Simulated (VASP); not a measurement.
Here is a VASP 6.6.1 calculation.

The input POSCAR:

```
Ge
1.0
    1.3971490000     -2.6005160000      0.0000000000
    1.3971490000      2.6005160000      0.0000000000
    0.0000000000      0.0000000000      2.6982310000
Ge
1
Direct
    0.5000000000      0.5000000000      0.0000000000
```

Contents of INCAR.step1:

```
PREC = Accurate ; ENCUT = 520
ISMEAR = 1 ; SIGMA = 0.15
LREAL = False ; LASPH = True
NELM = 60 ; NBANDS = 13
GGA = PE ; ALGO = Normal
EDIFF = 1E-4 ; LWAVE = True
LCHARG = False
```

INCAR.step2

```
PREC = Accurate ; ENCUT = 520
EDIFF = 1E-7 ; ISMEAR = 1
SIGMA = 0.15 ; LREAL = False
LASPH = True ; NELM = 60
ALGO = Normal ; ISIF = 2
LWAVE = False ; LCHARG = False
METAGGA = R2SCAN ; LMIXTAU = True
NBANDS = 13 ; ISTART = 1
```

Contents of KPOINTS:

```
regular mesh
0
Gamma
  12 12 11
```

Potentials or basis: VASP PAW PBE potentials, release 64 (Ge_d).

Command:

```bash
$ cat potpaw_PBE.64/Ge_d/POTCAR > POTCAR
$ cp INCAR.step1 INCAR
$ mpirun -np 1 vasp_std > vasp.out
$ cp INCAR.step2 INCAR
$ mpirun -np 1 vasp_std > vasp.out
```

Task: What does it give for the band gap on the k mesh?

Result: Zero (bands 7 and 8 overlap by 10.34 eV).

Task: Predict the pressure.

Result: -3.3 GPa.

Stress tensor (GPa, compression positive):
```
-2.33  0.00  0.00
 0.00 -5.85  0.00
 0.00  0.00 -1.84
```

Caveat: the cell stands under tension; the PAW data sets were made with another functional, which shifts forces and pressure a little.
